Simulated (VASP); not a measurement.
# NaH (P1) in VASP: single point with PBE

Aim: the single point of NaH with PBE.

Program: VASP 6.6.1. These are calculated values, not measurements. Logs are shortened: lines on timing, memory, paths and dates and some standing lists are left out, and cuts for length are marked.

## (1) The cell of the first run

The typed cell holds 2 atoms: a = 3.451 Å, b = 3.451 Å, c = 3.451 Å, α = 60.00°, β = 60.00°, γ = 60.00°.

## (2) Single point, PBE (one atom moved)

The input, INCAR:

```
  PREC = Accurate
  ENCUT = 520
  EDIFF = 1E-6
  ISMEAR = 0
  SIGMA = 0.02
  LREAL = False
  LASPH = True
  NELM = 60
  ALGO = Normal
  ISIF = 2
  LWAVE = False
  LCHARG = False
  GGA = PE
  NBANDS = 11
```

The input, KPOINTS:

```
Automatic mesh
0
Gamma
  8 8 8
```

The input, POSCAR:

```
NaH
1.0
    0.0000000000      2.4400000000      2.4400000000
    2.4400000000      0.0000000000      2.4400000000
    2.4400000000      2.4400000000      0.0000000000
Na H
1 1
Direct
    0.0000000000      0.0000000000      0.0000000000
    0.4801168033      0.5249200820      0.4846086066
```

Potentials or basis: VASP PAW PBE potentials, release 64 (Na_pv, H).

Run with:

```
cat potpaw_PBE.64/Na_pv/POTCAR potpaw_PBE.64/H/POTCAR > POTCAR
mpirun -np 1 vasp_std > vasp.out
```

OUTCAR:

```text
PREC = Accurate
   ENCUT = 520
   EDIFF = 1E-6
   ISMEAR = 0
   LREAL = False
   LASPH = True
   NELM = 60
   ISIF = 2
   GGA = PE

 ion  position               nearest neighbor table
   1  0.000  0.000  0.000-
   2  0.480  0.525  0.485-

  LATTYP: Found a face centered cubic cell.
 ALAT       =     4.8800000000

  Lattice vectors:

 A1 = (   0.0000000000,   2.4400000000,   2.4400000000)
 A2 = (   2.4400000000,   0.0000000000,   2.4400000000)
 A3 = (   2.4400000000,   2.4400000000,   0.0000000000)

Analysis of symmetry for initial positions (statically):
=====================================================================
 Subroutine PRICEL returns:
 Original cell was already a primitive cell.

 Routine SETGRP: Setting up the symmetry group for a
 face centered cubic supercell.

 Subroutine GETGRP returns: Found  1 space group operations
 (whereof  1 operations were pure point group operations)
 out of a pool of 48 trial point group operations.

The static configuration has the point symmetry C_1 .

Analysis of symmetry for dynamics (positions and initial velocities):
=====================================================================
 Subroutine PRICEL returns:
 Original cell was already a primitive cell.

 Routine SETGRP: Setting up the symmetry group for a
 face centered cubic supercell.

 Subroutine GETGRP returns: Found  1 space group operations
 (whereof  1 operations were pure point group operations)
 out of a pool of 48 trial point group operations.

The dynamic configuration has the point symmetry C_1 .

 Subroutine INISYM returns: Found  1 space group operations
 (whereof  1 operations are pure point group operations),
 and found     1 'primitive' translations

----------------------------------------------------------------------------------------

                                     Primitive cell

  volume of cell :      29.0536

  direct lattice vectors                    reciprocal lattice vectors
     0.000000000  2.440000000  2.440000000    -0.204918033  0.204918033  0.204918033
     2.440000000  0.000000000  2.440000000     0.204918033 -0.204918033  0.204918033
     2.440000000  2.440000000  0.000000000     0.204918033  0.204918033 -0.204918033

  length of vectors
     3.450681092  3.450681092  3.450681092     0.354928444  0.354928444  0.354928444

  position of ions in fractional coordinates (direct lattice)
     0.000000000  0.000000000  0.000000000
     0.480116803  0.524920082  0.484608607

  ion indices of the primitive-cell ions
   primitive index   ion index
                 1           1
                 2           2

----------------------------------------------------------------------------------------

 KPOINTS: Automatic mesh

Automatic generation of k-mesh.
 Grid dimensions read from file:
 generate k-points for:    8    8    8

 Generating k-lattice:

  Cartesian coordinates                     Fractional coordinates (reciprocal lattice)
    -0.025614754  0.025614754  0.025614754     0.125000000  0.000000000  0.000000000
     0.025614754 -0.025614754  0.025614754     0.000000000  0.125000000  0.000000000
     0.025614754  0.025614754 -0.025614754     0.000000000  0.000000000  0.125000000

  Length of vectors
     0.044366056  0.044366056  0.044366056

  Shift w.r.t. Gamma in fractional coordinates (k-lattice)
     0.000000000  0.000000000  0.000000000

 Subroutine IBZKPT returns following result:
 ===========================================

 Found    260 irreducible k-points:

 Following reciprocal coordinates:
            Coordinates               Weight
  0.000000  0.000000  0.000000      1.000000
  0.125000  0.000000  0.000000      2.000000
  0.000000  0.125000  0.000000      2.000000
  0.000000  0.000000  0.125000      2.000000
  0.125000  0.125000  0.125000      2.000000
  0.250000  0.000000  0.000000      2.000000
[... 16 lines left out ...]
  0.125000  0.000000  0.250000      2.000000
  0.125000  0.125000 -0.125000      2.000000
 [... further k-points ...]
   k-points           NKPTS =    260   k-points in BZ     NKDIM =    260   number of bands    NBANDS=     11
   number of dos      NEDOS =    301   number of ions     NIONS =      2
   total plane-waves  NPLWV =  21952
   dimension x,y,z NGX =    28 NGY =   28 NGZ =   28
   dimension x,y,z NGXF=    56 NGYF=   56 NGZF=   56
   ions per type =               1   1
   NGX,Y,Z   is equivalent  to a cutoff of  13.49, 13.49, 13.49 a.u.
   NGXF,Y,Z  is equivalent  to a cutoff of  26.98, 26.98, 26.98 a.u.
 SYSTEM =  unknown system
   PREC   = accura    normal or accurate (medium, high low for compatibility)
   ISTART =      0    job   : 0-new  1-cont  2-samecut
   ICHARG =      2    charge: 1-file 2-atom 10-const
   ISPIN  =      1    spin polarized calculation?
   LNONCOLLINEAR =      F non collinear calculations
   LSORBIT =      F    spin-orbit coupling
   LASPH  =      T    aspherical Exc in radial PAW
   ENCUT  =  520.0 eV  38.22 Ry    6.18 a.u.   6.42  6.42  6.42*2*pi/ulx,y,z
   NELM   =     60;   NELMIN=  2; NELMDL= -5     # of ELM steps
   EDIFF  = 0.1E-05   stopping-criterion for ELM
   LREAL  =      F    real-space projection
   EDIFFG = 0.1E-04   stopping-criterion for IOM
   NSW    =      0    number of steps for IOM
   IBRION =     -1    ionic relax: 0-MD 1-quasi-New 2-CG
   NFREE  =      0    steps in history (QN), initial steepest desc. (CG)
   ISIF   =      2    stress and relaxation
   ISYM   =      2    0-nonsym 1-usesym 2-fastsym
   POTIM  = 0.5000    time-step for ionic-motion
   TEBEG  =    0.0;   TEEND  =   0.0 temperature during run
   PSTRESS=    0.0 pullay stress
   NELECT =       8.0000    total number of electrons
   NUPDOWN=      -1.0000    fix difference up-down
   EMIN   =  10.00;   EMAX   =-10.00  energy-range for DOS
   EFERMI =   0.00;   METHOD = LEGACY
   ISMEAR =     0;   SIGMA  =   0.02  broadening in eV -4-tet -1-fermi 0-gaus
   EFERMI_NEDOS =   21; number of points for ismear=-14 and -15
   IALGO  =     38    algorithm
   IMIX   =      4    mixing-type and parameters
     AMIX     =   0.40;   BMIX     =  1.00
     AMIX_MAG =   1.60;   BMIX_MAG =  1.00
  volume/ion in A,a.u.               =      14.53        98.03
  Fermi-wavevector in a.u.,A,eV,Ry     =   1.065054  2.012660 15.433636  1.134340
  Thomas-Fermi vector in A             =   2.200593
   LORBIT       =      0    0 simple, 1 ext, 2 COOP (PROOUT), +10 PAW based schemes
   GGA     = PE    functional components
   LHFCALC =     F    Hartree Fock is set to
   AEXX    =    0.0000 exact exchange contribution
   IVDW    =     0    specifies the selected vdW correction
   LEPSILON=     F    determine dielectric tensor
   LRPA    =     F    only Hartree local field effects (RPA)
 non-spin polarized calculation
 Gauss-broadening in eV      SIGMA  =   0.02
  energy-cutoff  :      520.00
  volume of cell :       29.05
 maximum number of plane-waves:       817
 NGX is ok and might be reduce to    28
   NGX = 13   NGY = 13   NGZ = 13

 number of electron       8.0000008 magnetization

 Free energy of the ion-electron system (eV)
  ---------------------------------------------------
  ext. energy  EPLUGINS =         0.00000000
  ---------------------------------------------------
  free energy    TOTEN  =        -5.08288103 eV

  energy without entropy =       -5.08288103  energy(sigma->0) =       -5.08288103

 E-fermi :  -1.0919     XC(G=0):  -7.6707

 val. band max:       -1.2043483650   @ k =  -0.2500   0.5000   0.2500
 cond. band min:       2.5042443582   @ k =   0.0000   0.5000   0.0000
 fundamental gap:      3.7085927233
 Fermi energy:        -1.0918865928

 k-point     1 :       0.0000    0.0000    0.0000
  band No.  band energies     occupation
      1     -23.3576      2.00000
      2     -23.3574      2.00000
      3     -23.3567      2.00000
      4      -4.7396      2.00000
      5       8.9427      0.00000
      6      14.1441      0.00000
      7      14.1475      0.00000
      8      14.1832      0.00000
      9      14.9860      0.00000
     10      15.0065      0.00000
     11      15.0258      0.00000

 k-point     2 :       0.1250    0.0000    0.0000
  band No.  band energies     occupation
      1     -23.3699      2.00000
      2     -23.3591      2.00000
      3     -23.3583      2.00000
      4      -4.4780      2.00000
      5       8.1006      0.00000
      6      11.5950      0.00000
      7      13.3543      0.00000
      8      13.3726      0.00000
      9      15.9150      0.00000
     10      15.9908      0.00000
     11      16.1773      0.00000

 k-point     3 :       0.0000    0.1250    0.0000
  band No.  band energies     occupation
      1     -23.3701      2.00000
      2     -23.3589      2.00000
      3     -23.3582      2.00000
      4      -4.4780      2.00000
      5       8.1001      0.00000
      6      11.5969      0.00000
      7      13.3531      0.00000
      8      13.3698      0.00000
      9      15.9335      0.00000
     10      15.9936      0.00000
     11      16.1586      0.00000

 k-point     4 :       0.0000    0.0000    0.1250
  band No.  band energies     occupation
      1     -23.3697      2.00000
      2     -23.3591      2.00000
      3     -23.3585      2.00000
      4      -4.4780      2.00000
      5       8.1010      0.00000
      6      11.5936      0.00000
      7      13.3544      0.00000
      8      13.3751      0.00000
      9      15.9022      0.00000
     10      15.9908      0.00000
     11      16.1883      0.00000

 k-point     5 :       0.1250    0.1250    0.1250
  band No.  band energies     occupation
      1     -23.3695      2.00000
      2     -23.3589      2.00000
      3     -23.3588      2.00000
      4      -4.4780      2.00000
      5       8.1012      0.00000
      6      11.5925      0.00000
      7      13.3543      0.00000
      8      13.3775      0.00000
      9      15.8920      0.00000
     10      15.9914      0.00000
     11      16.1964      0.00000
[... 211 lines left out ...]
 k-point    21 :       0.2500    0.1250    0.0000
  band No.  band energies     occupation
      1     -23.3915      2.00000
      2     -23.3656      2.00000
      3     -23.3649      2.00000
      4      -3.8141      2.00000
      5       6.5468      0.00000
      6       9.7361      0.00000
      7      11.4228      0.00000
      8      13.3492      0.00000
      9      14.5088      0.00000
     10      16.6376      0.00000
     11      18.2992      0.00000

 k-point    22 :       0.0000    0.2500    0.1250
  band No.  band energies     occupation
      1     -23.3918      2.00000
      2     -23.3658      2.00000
      3     -23.3644      2.00000
      4      -3.8141      2.00000
      5       6.5457      0.00000
      6       9.7375      0.00000
      7      11.4229      0.00000
      8      13.3506      0.00000
      9      14.5040      0.00000
     10      16.6412      0.00000
     11      18.3029      0.00000

 k-point    23 :       0.1250    0.0000    0.2500
  band No.  band energies     occupation
      1     -23.3912      2.00000
      2     -23.3662      2.00000
      3     -23.3647      2.00000
      4      -3.8141      2.00000
      5       6.5532      0.00000
      6       9.7295      0.00000
      7      11.4189      0.00000
      8      13.3464      0.00000
      9      14.4982      0.00000
     10      16.6566      0.00000
     11      18.3043      0.00000

 k-point    24 :       0.1250    0.1250   -0.1250
  band No.  band energies     occupation
      1     -23.3915      2.00000
      2     -23.3662      2.00000
      3     -23.3643      2.00000
      4      -3.8141      2.00000
      5       6.5464      0.00000
      6       9.7356      0.00000
      7      11.4260      0.00000
      8      13.3473      0.00000
      9      14.5060      0.00000
     10      16.6405      0.00000
     11      18.3080      0.00000

 [... further k-points ...]
[... 5 lines left out ...]
  --------------------------------------------------------------------------------------
  -------------------------------------------------------------------------------------
  Total       -0.1245549     -0.0871384     -0.1266633      0.0021573      0.0011528     -0.0002703
  in kB       -6.8686612     -4.8053030     -6.9849270      0.1189642      0.0635713     -0.0149082
  external PRESSURE =      -6.2196304 kB  Pullay stress =       0.0000000 kB

 VOLUME and BASIS-vectors are now :
 -----------------------------------------------------------------------------
  energy-cutoff  :      520.00
  volume of cell :       29.05
      direct lattice vectors                 reciprocal lattice vectors
     0.000000000  2.440000000  2.440000000    -0.204918033  0.204918033  0.204918033
     2.440000000  0.000000000  2.440000000     0.204918033 -0.204918033  0.204918033
     2.440000000  2.440000000  0.000000000     0.204918033  0.204918033 -0.204918033

 POSITION                                       TOTAL-FORCE (eV/Angst)
 -----------------------------------------------------------------------------------
      0.00000      0.00000      0.00000         0.017611     -0.068364      0.009272
      2.46325      2.35393      2.45229        -0.017611      0.068364     -0.009272
 -----------------------------------------------------------------------------------
    total drift:                               -0.000030     -0.000003      0.000007

  FREE ENERGIE OF THE ION-ELECTRON SYSTEM (eV)
  ---------------------------------------------------
  free  energy   TOTEN  =        -5.0828810337 eV

  energy  without entropy=       -5.0828810337  energy(sigma->0) =       -5.08288103
```

Run time: 75 s. Hardware: 1 thread of Intel Xeon Platinum 8259CL at 2.50GHz (Skylake/Cascade Lake), shared host; peak memory 0.21 GiB.

What came out:

- Free energy: -5.0829 eV
- Pressure: -0.6 GPa
- Largest force: 0.071 eV/Å
- Band gap on the k mesh: 3.71 eV, indirect (least direct gap 4.55 eV)

Forces in eV/Å, atoms in the order of the input:
```
Na   0.018 -0.068  0.009
H   -0.018  0.068 -0.009
```

Stress tensor (GPa, compression positive):
```
-0.69  0.01  0.00
 0.01 -0.48  0.01
 0.00  0.01 -0.70
```

Levels at points of the mesh, in eV from the valence-band top:
```csv
k point,band 2,band 3,band 4,band 5,band 6,band 7
"(0.00, 0.00, 0.00)",-22.15,-22.15,-3.54,10.15,15.35,15.35
"(0.50, 0.00, 0.00)",-22.16,-22.16,-0.84,3.71,10.58,13.21
"(0.00, 0.50, 0.00)",-22.16,-22.16,-0.84,3.71,10.58,13.20
"(0.00, 0.00, 0.50)",-22.16,-22.16,-0.84,3.71,10.57,13.21
"(0.50, 0.50, 0.50)",-22.16,-22.16,-0.84,3.71,10.57,13.21
"(0.50, 0.50, 0.00)",-22.18,-22.18,-0.17,4.58,9.90,10.44
"(0.00, 0.50, 0.50)",-22.18,-22.18,-0.17,4.58,9.90,10.43
"(0.50, 0.00, 0.50)",-22.18,-22.18,-0.17,4.59,9.92,10.49
```

Caveat: the cell differs from its parent crystal (one atom moved).
